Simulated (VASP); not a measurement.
# Co (P6_3/mmc) in VASP: a series of runs

Aim: see how the results for Co move with the level of theory and the settings. Levels: PBE, PBE+D4, RPBE, BLYP. Tasks: single point.

Everything below comes from runs of VASP 6.6.1. Logs are shortened: lines on timing, memory, paths and dates and some standing lists are left out, and cuts for length are marked.

### 1 The cell of the first run

It takes space group P6_3/mmc (No. 194, hexagonal). The conventional cell has a = 2.471 Å, b = 2.471 Å, c = 8.088 Å, α = 90.00°, β = 90.00°, γ = 120.00°. Within 3.3 Å of Co (site symmetry -6m2) lie 12 Co at 2.47 Å. Co (site symmetry -3m) has 12 Co at 2.47 Å within 3.3 Å.

### 2 Single point, PBE, collinear spin, ferrimagnetic start

INCAR

```
ALGO = Normal
EDIFF = 1E-6
ENCUT = 520
GGA = PE
ISIF = 2
ISMEAR = -1
ISPIN = 2
LASPH = T
LCHARG = F
LMAXMIX = 4
LORBIT = 11
LREAL = F
LWAVE = F
MAGMOM = 2 -1 2 -1
NBANDS = 30
NELM = 150
PREC = Accurate
SIGMA = 0.05
```

KPOINTS

```
k-points
0
Gamma
  12 12 4
```

POSCAR

```
Co
1.0
    2.4705617809      0.0000000000      0.0000000000
   -1.2352808905      2.1395692639      0.0000000000
    0.0000000000      0.0000000000      8.0882338000
Co
4
Direct
    0.6666666667      0.3333333333      0.7500000000
    0.0000000000      0.0000000000      0.5000000000
    0.3333333333      0.6666666667      0.2500000000
    0.0000000000      0.0000000000      0.0000000000
```

Potentials or basis: VASP PAW PBE potentials, release 64 (Co).

Command:

```bash
> cat potpaw_PBE.64/Co/POTCAR > POTCAR
> mpirun -np 1 vasp_std > vasp.out
```

OUTCAR:

```text
EDIFF = 1E-6
   ENCUT = 520
   GGA = PE
   ISIF = 2
   ISMEAR = -1
   ISPIN = 2
   LASPH = T
   LORBIT = 11
   LREAL = F
   NELM = 150
   PREC = Accurate

 ion  position               nearest neighbor table
   1  0.667  0.333  0.750-   2 2.47   4 2.47   2 2.47   4 2.47   2 2.47   4 2.47
   2  0.000  0.000  0.500-   1 2.47   3 2.47   1 2.47   3 2.47   1 2.47   3 2.47
   3  0.333  0.667  0.250-   2 2.47   4 2.47   2 2.47   4 2.47   2 2.47   4 2.47
   4  0.000  0.000  0.000-   1 2.47   3 2.47   1 2.47   3 2.47   1 2.47   3 2.47

  LATTYP: Found a hexagonal cell.
 ALAT       =     2.4705617809
 C/A-ratio  =     3.2738439745

  Lattice vectors:

 A1 = (   2.4705617809,   0.0000000000,   0.0000000000)
 A2 = (  -1.2352808905,   2.1395692639,   0.0000000000)
 A3 = (   0.0000000000,   0.0000000000,   8.0882338000)

Analysis of symmetry for initial positions (statically):
=====================================================================
 Subroutine PRICEL returns:
 Original cell was already a primitive cell.

 Routine SETGRP: Setting up the symmetry group for a
 hexagonal supercell.

 Subroutine GETGRP returns: Found 24 space group operations
 (whereof 12 operations were pure point group operations)
 out of a pool of 24 trial point group operations.

The static configuration has the point symmetry D_3d.
 The point group associated with its full space group is D_6h.

Analysis of symmetry for dynamics (positions and initial velocities):
=====================================================================
 Subroutine PRICEL returns:
 Original cell was already a primitive cell.

 Routine SETGRP: Setting up the symmetry group for a
 hexagonal supercell.

 Subroutine GETGRP returns: Found 24 space group operations
 (whereof 12 operations were pure point group operations)
 out of a pool of 24 trial point group operations.

The dynamic configuration has the point symmetry D_3d.
 The point group associated with its full space group is D_6h.

Analysis of structural, dynamic, and magnetic symmetry:
=====================================================================
 Subroutine PRICEL returns:
 Original cell was already a primitive cell.

 Routine SETGRP: Setting up the symmetry group for a
 hexagonal supercell.

 Subroutine GETGRP returns: Found 24 space group operations
 (whereof 12 operations were pure point group operations)
 out of a pool of 24 trial point group operations.

The overall configuration has the point symmetry D_3d.
 The point group associated with its full space group is D_6h.

 Subroutine INISYM returns: Found 24 space group operations
 (whereof 12 operations are pure point group operations),
 and found     1 'primitive' translations

----------------------------------------------------------------------------------------

                                     Primitive cell

  volume of cell :      42.7539

  direct lattice vectors                    reciprocal lattice vectors
     2.470561781  0.000000000  0.000000000     0.404766239  0.233691897  0.000000000
    -1.235280890  2.139569264  0.000000000     0.000000000  0.467383794  0.000000000
     0.000000000  0.000000000  8.088233800     0.000000000  0.000000000  0.123636386

  length of vectors
     2.470561781  2.470561781  8.088233800     0.467383794  0.467383794  0.123636386

  position of ions in fractional coordinates (direct lattice)
     0.666666667  0.333333333  0.750000000
     0.000000000  0.000000000  0.500000000
     0.333333333  0.666666667  0.250000000
     0.000000000  0.000000000  0.000000000

  ion indices of the primitive-cell ions
   primitive index   ion index
                 1           1
                 2           2
                 3           3
                 4           4

----------------------------------------------------------------------------------------

 KPOINTS: k-points

Automatic generation of k-mesh.
 Grid dimensions read from file:
 generate k-points for:   12   12    4

 Generating k-lattice:

  Cartesian coordinates                     Fractional coordinates (reciprocal lattice)
     0.033730520  0.019474325  0.000000000     0.083333333  0.000000000  0.000000000
     0.000000000  0.038948649  0.000000000     0.000000000  0.083333333  0.000000000
     0.000000000  0.000000000  0.030909097     0.000000000  0.000000000  0.250000000

  Length of vectors
     0.038948649  0.038948649  0.030909097

  Shift w.r.t. Gamma in fractional coordinates (k-lattice)
     0.000000000  0.000000000  0.000000000

 Subroutine IBZKPT returns following result:
 ===========================================

 Found     57 irreducible k-points:

 Following reciprocal coordinates:
            Coordinates               Weight
  0.000000  0.000000  0.000000      1.000000
  0.083333  0.000000  0.000000      6.000000
  0.166667 -0.000000  0.000000      6.000000
  0.250000  0.000000  0.000000      6.000000
  0.333333  0.000000  0.000000      6.000000
  0.416667  0.000000  0.000000      6.000000
[... 16 lines left out ...]
  0.250000  0.000000  0.250000     12.000000
  0.333333  0.000000  0.250000     12.000000
 [... further k-points ...]
   k-points           NKPTS =     57   k-points in BZ     NKDIM =     57   number of bands    NBANDS=     30
   number of dos      NEDOS =    301   number of ions     NIONS =      4
   total plane-waves  NPLWV =  19440
   dimension x,y,z NGX =    18 NGY =   18 NGZ =   60
   dimension x,y,z NGXF=    36 NGYF=   36 NGZF=  120
   ions per type =               4
   NGX,Y,Z   is equivalent  to a cutoff of  12.11, 12.11, 12.33 a.u.
   NGXF,Y,Z  is equivalent  to a cutoff of  24.22, 24.22, 24.66 a.u.
 SYSTEM =  unknown system
   PREC   = accura    normal or accurate (medium, high low for compatibility)
   ISTART =      0    job   : 0-new  1-cont  2-samecut
   ICHARG =      2    charge: 1-file 2-atom 10-const
   ISPIN  =      2    spin polarized calculation?
   LNONCOLLINEAR =      F non collinear calculations
   LSORBIT =      F    spin-orbit coupling
   LASPH  =      T    aspherical Exc in radial PAW
   ENCUT  =  520.0 eV  38.22 Ry    6.18 a.u.   4.59  4.59 15.04*2*pi/ulx,y,z
   NELM   =    150;   NELMIN=  2; NELMDL= -5     # of ELM steps
   EDIFF  = 0.1E-05   stopping-criterion for ELM
   LREAL  =      F    real-space projection
   EDIFFG = 0.1E-04   stopping-criterion for IOM
   NSW    =      0    number of steps for IOM
   IBRION =     -1    ionic relax: 0-MD 1-quasi-New 2-CG
   NFREE  =      0    steps in history (QN), initial steepest desc. (CG)
   ISIF   =      2    stress and relaxation
   ISYM   =      2    0-nonsym 1-usesym 2-fastsym
   POTIM  = 0.5000    time-step for ionic-motion
   TEBEG  =    0.0;   TEEND  =   0.0 temperature during run
   PSTRESS=    0.0 pullay stress
   NELECT =      36.0000    total number of electrons
   NUPDOWN=      -1.0000    fix difference up-down
   EMIN   =  10.00;   EMAX   =-10.00  energy-range for DOS
   EFERMI =   0.00;   METHOD = LEGACY
   ISMEAR =    -1;   SIGMA  =   0.05  broadening in eV -4-tet -1-fermi 0-gaus
   EFERMI_NEDOS =   21; number of points for ismear=-14 and -15
   IALGO  =     38    algorithm
   IMIX   =      4    mixing-type and parameters
     AMIX     =   0.40;   BMIX     =  1.00
     AMIX_MAG =   1.60;   BMIX_MAG =  1.00
  volume/ion in A,a.u.               =      10.69        72.13
  Fermi-wavevector in a.u.,A,eV,Ry     =   1.545908  2.921343 32.515647  2.389833
  Thomas-Fermi vector in A             =   2.651220
   LORBIT       =     11    0 simple, 1 ext, 2 COOP (PROOUT), +10 PAW based schemes
   GGA     = PE    functional components
   LHFCALC =     F    Hartree Fock is set to
   AEXX    =    0.0000 exact exchange contribution
   IVDW    =     0    specifies the selected vdW correction
   LEPSILON=     F    determine dielectric tensor
   LRPA    =     F    only Hartree local field effects (RPA)
 spin polarized calculation
  energy-cutoff  :      520.00
  volume of cell :       42.75
 maximum number of plane-waves:      1170
   NGX =  9   NGY =  9   NGZ = 31

 number of electron      35.9999991 magnetization       0.3427818

 Free energy of the ion-electron system (eV)
  ---------------------------------------------------
  ext. energy  EPLUGINS =         0.00000000
  ---------------------------------------------------
  free energy    TOTEN  =       -27.30834771 eV

  energy without entropy =      -27.22293765  energy(sigma->0) =      -27.26564268

 E-fermi :  10.3987     XC(G=0): -13.5072

 val. band max:       10.3986612099   @ k =   0.1667  -0.0000   0.0000
 cond. band min:      10.3989885055   @ k =   0.3333   0.0000   0.2500
 fundamental gap:      0.0003272957
 Fermi energy:        10.3986793139

 spin component 1

 k-point     1 :       0.0000    0.0000    0.0000
  band No.  band energies     occupation
      1       1.4644      1.00000
      2       3.6888      1.00000
      3       3.7640      1.00000
      4       5.6248      1.00000
      5       7.7462      1.00000
      6       8.1859      1.00000
[... 22 lines left out ...]
     29      32.9377      0.00000
     30      33.9331      0.00000

 k-point     2 :       0.0833    0.0000    0.0000
  band No.  band energies     occupation
      1       1.7129      1.00000
      2       3.9071      1.00000
      3       3.9750      1.00000
      4       5.7884      1.00000
      5       7.6635      1.00000
      6       8.1109      1.00000
[... 22 lines left out ...]
     29      32.0801      0.00000
     30      32.1904      0.00000

 k-point     3 :       0.1667   -0.0000    0.0000
  band No.  band energies     occupation
      1       2.4334      1.00000
      2       4.5069      1.00000
      3       4.5484      1.00000
      4       6.2061      1.00000
      5       7.4766      1.00000
      6       7.8340      1.00000
[... 682 lines left out ...]
     29      26.7613      0.00000
     30      29.1463      0.00000

 k-point    24 :       0.3333    0.0000    0.2500
  band No.  band energies     occupation
      1       4.8481      1.00000
      2       5.3592      1.00000
      3       6.0344      1.00000
      4       6.5740      1.00000
      5       6.8311      1.00000
      6       7.0366      1.00000
[... 22 lines left out ...]
     29      25.4777      0.00000
     30      26.3282      0.00000

 [... further k-points ...]

 spin component 2

 k-point     1 :       0.0000    0.0000    0.0000
  band No.  band energies     occupation
      1       1.4626      1.00000
      2       3.6954      1.00000
      3       3.7666      1.00000
      4       5.7010      1.00000
      5       7.8707      1.00000
      6       8.2808      1.00000
[... 22 lines left out ...]
     29      32.9828      0.00000
     30      33.8439      0.00000

 k-point     2 :       0.0833    0.0000    0.0000
  band No.  band energies     occupation
      1       1.7112      1.00000
      2       3.9137      1.00000
      3       3.9773      1.00000
      4       5.8657      1.00000
      5       7.8314      1.00000
      6       8.0895      1.00000
[... 22 lines left out ...]
     29      32.0723      0.00000
     30      32.1865      0.00000

 k-point     3 :       0.1667   -0.0000    0.0000
  band No.  band energies     occupation
      1       2.4321      1.00000
      2       4.5142      1.00000
      3       4.5508      1.00000
      4       6.2856      1.00000
      5       7.7149      1.00000
      6       7.7296      1.00000
[... 682 lines left out ...]
     29      26.7717      0.00000
     30      29.1569      0.00000

 k-point    24 :       0.3333    0.0000    0.2500
  band No.  band energies     occupation
      1       4.8626      1.00000
      2       5.3807      1.00000
      3       6.0762      1.00000
      4       6.6048      1.00000
      5       6.9120      1.00000
      6       7.1042      1.00000
[... 22 lines left out ...]
     29      25.4464      0.00000
     30      26.3240      0.00000

 [... further k-points ...]
[... 5 lines left out ...]
  --------------------------------------------------------------------------------------
  -------------------------------------------------------------------------------------
  Total       -1.3213200     -1.3213200     -1.3459987      0.0000000      0.0000000      0.0000000
  in kB      -49.5156879    -49.5156879    -50.4405083      0.0000000      0.0000000      0.0000000
  external PRESSURE =     -49.8239614 kB  Pullay stress =       0.0000000 kB

 VOLUME and BASIS-vectors are now :
 -----------------------------------------------------------------------------
  energy-cutoff  :      520.00
  volume of cell :       42.75
      direct lattice vectors                 reciprocal lattice vectors
     2.470561781  0.000000000  0.000000000     0.404766239  0.233691897  0.000000000
    -1.235280890  2.139569264  0.000000000     0.000000000  0.467383794  0.000000000
     0.000000000  0.000000000  8.088233800     0.000000000  0.000000000  0.123636386

 POSITION                                       TOTAL-FORCE (eV/Angst)
 -----------------------------------------------------------------------------------
      1.23528      0.71319      6.06618         0.000000      0.000000     -0.000000
      0.00000      0.00000      4.04412        -0.000000      0.000000      0.000000
     -0.00000      1.42638      2.02206        -0.000000     -0.000000     -0.000000
      0.00000      0.00000      0.00000         0.000000      0.000000      0.000000
 -----------------------------------------------------------------------------------
    total drift:                                0.000000     -0.000000      0.000000

  FREE ENERGIE OF THE ION-ELECTRON SYSTEM (eV)
  ---------------------------------------------------
  free  energy   TOTEN  =       -27.3083477109 eV

  energy  without entropy=      -27.2229376535  energy(sigma->0) =      -27.26564268

 total charge

# of ion       s       p       d       tot
------------------------------------------
    1        0.491   0.532   7.279   8.301
    2        0.491   0.530   7.279   8.300
    3        0.491   0.532   7.279   8.301
    4        0.491   0.530   7.279   8.300
--------------------------------------------------
tot          1.963   2.123  29.116  33.201

 magnetization (x)

# of ion       s       p       d       tot
------------------------------------------
    1       -0.002   0.001   0.869   0.868
    2       -0.001  -0.008  -0.687  -0.696
    3       -0.002   0.001   0.869   0.868
    4       -0.001  -0.008  -0.687  -0.696
--------------------------------------------------
tot         -0.005  -0.014   0.364   0.345
```

Wall time 2.5 min (1 thread of Intel Xeon 6975P-C, shared host); peak memory 0.23 GiB.

Results:

```
Free energy                                           : -27.3083 eV
Pressure                                              : -5.0 GPa
Net moment                                            : 0.34 μB per cell
Site moments                                          : Co +0.87, -0.70 μB
Valence electrons inside the program's atomic spheres : Co 8.30
```

Levels at points of the mesh, in eV from the Fermi level:
Spin up:
```csv
k point,band 16,band 17,band 18,band 19,band 20,band 21
"(0.00, 0.00, 0.00)",-0.97,-0.97,-0.70,-0.70,-0.19,0.08
"(0.50, 0.00, 0.00)",0.25,0.35,0.36,0.43,0.78,0.78
"(0.00, 0.00, 0.50)",-1.58,-0.74,-0.74,-0.74,-0.74,0.14
"(0.50, 0.00, 0.50)",-0.18,0.03,0.03,0.78,0.78,1.81
```
Spin down:
| k point | band 16 | band 17 | band 18 | band 19 | band 20 | band 21 |
| --- | --- | --- | --- | --- | --- | --- |
| (0.00, 0.00, 0.00) | -1.11 | -1.11 | -0.42 | -0.42 | -0.20 | -0.02 |
| (0.50, 0.00, 0.00) | 0.22 | 0.46 | 0.56 | 0.62 | 0.88 | 0.90 |
| (0.00, 0.00, 0.50) | -1.48 | -0.69 | -0.69 | -0.69 | -0.69 | 0.23 |
| (0.50, 0.00, 0.50) | -0.09 | 0.11 | 0.11 | 0.89 | 0.89 | 1.79 |

### 3 Single point, PBE, collinear spin, ferrimagnetic start

INCAR

```
ALGO = Fast
EDIFF = 1E-6
ENCUT = 520
GGA = PE
ISIF = 2
ISMEAR = -1
ISPIN = 2
LASPH = True
LCHARG = False
LMAXMIX = 4
LORBIT = 11
LREAL = False
LWAVE = False
MAGMOM = 0.68 -2.21 1.27 0.83
NBANDS = 30
NELM = 150
PREC = Accurate
SIGMA = 0.05
```

KPOINTS is that of step 2.

POSCAR is that of step 2.

Potentials or basis: VASP PAW PBE potentials, release 64 (Co).

Command:

```bash
> cat potpaw_PBE.64/Co/POTCAR > POTCAR
> mpirun -np 1 vasp_std > vasp.out
```

Run time: 5.3 min. Hardware: 1 thread of Intel Xeon 6975P-C, shared host; peak memory 0.25 GiB.

It converged, with:

| Quantity | Value |
| --- | --- |
| Free energy | -27.5746 eV |
| Pressure | -2.2 GPa |
| Largest force | 0.444 eV/Å |
| Net moment | 2.24 μB per cell |
| Site moments | Co -0.19, -0.69, +1.55, +1.59 μB |
| Valence electrons inside the program's atomic spheres | Co 8.31, 8.30, 8.29 |

Forces on the atoms (eV/Å):
```
Co   0.000  0.000 -0.397
Co   0.000  0.000  0.444
Co   0.000  0.000 -0.243
Co   0.000  0.000  0.196
```

Stress tensor (GPa, compression positive):
```
-1.60  0.00  0.00
 0.00 -1.60  0.00
 0.00  0.00 -3.38
```

Levels at points of the mesh, in eV from the Fermi level:
Spin up:
| k point | band 16 | band 17 | band 18 | band 19 | band 20 | band 21 | band 22 | band 23 |
| --- | --- | --- | --- | --- | --- | --- | --- | --- |
| (0.00, 0.00, 0.00) | -1.27 | -1.27 | -0.99 | -0.99 | -0.24 | -0.24 | -0.23 | 0.30 |
| (0.50, 0.00, 0.00) | -0.08 | 0.12 | 0.27 | 0.50 | 0.53 | 0.81 | 1.51 | 2.90 |
| (0.00, 0.00, 0.50) | -1.55 | -1.24 | -1.24 | -0.94 | -0.94 | -0.24 | -0.24 | 0.28 |
| (0.50, 0.00, 0.50) | -0.61 | -0.54 | 0.14 | 0.53 | 0.81 | 1.42 | 1.81 | 2.96 |
Spin down:
| k point | band 13 | band 14 | band 15 | band 16 | band 17 | band 18 | band 19 | band 20 | band 21 | band 22 |
| --- | --- | --- | --- | --- | --- | --- | --- | --- | --- | --- |
| (0.00, 0.00, 0.00) | -1.22 | -1.05 | -1.05 | -0.74 | -0.74 | -0.27 | -0.27 | -0.23 | 0.27 | 0.27 |
| (0.50, 0.00, 0.00) | -0.46 | 0.00 | 0.35 | 0.48 | 0.57 | 0.81 | 0.86 | 1.14 | 1.21 | 1.57 |
| (0.00, 0.00, 0.50) | -1.23 | -1.23 | -1.15 | -1.15 | -0.65 | -0.65 | -0.26 | -0.26 | 0.30 | 0.30 |
| (0.50, 0.00, 0.50) | -0.75 | -0.40 | -0.07 | 0.06 | 0.33 | 0.65 | 1.14 | 1.21 | 1.77 | 2.19 |

(Continued in part 2 of 2.)
